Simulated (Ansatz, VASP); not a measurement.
# One calculation of Lu, two programs

```
Lu
1.0
     3.50482    0.00000    0.00000
    -1.75241    3.03526    0.00000
     0.00000    0.00000    5.46968
Lu
2
Direct
  0.33333 0.66667 0.25000
  0.66667 0.33333 0.75000
```

Alike in both runs: task single point; functional r2SCAN; k mesh 10 × 10 × 6; occupations methfessel-paxton of order 1, width 0.1 eV; no spin polarisation.

|  | VASP | Ansatz |
| --- | --- | --- |
| version | VASP 6.6.1 | Ansatz 0.2.0 |
| potentials or method | VASP PAW PBE potentials, release 64 (Lu), cutoff 520 eV | plane waves (500 eV) with PAW, scalar-relativistic |
| valence electrons in the cell | 50 | 50 |

VASP gave:

```
pressure (GPa)                                                : 0.0
traceless stress, the component that is largest in VASP (GPa) : -0.39
```

Task: Which values does Ansatz return?

Result: Pressure (GPa): -0.3; traceless stress, the component that is largest in VASP (GPa): -0.43.

VASP's potentials were made for PBE, not for r2SCAN. With one functional, cell and mesh, what is left measures potentials, basis and numerics.

Spin-orbit coupling is off throughout.
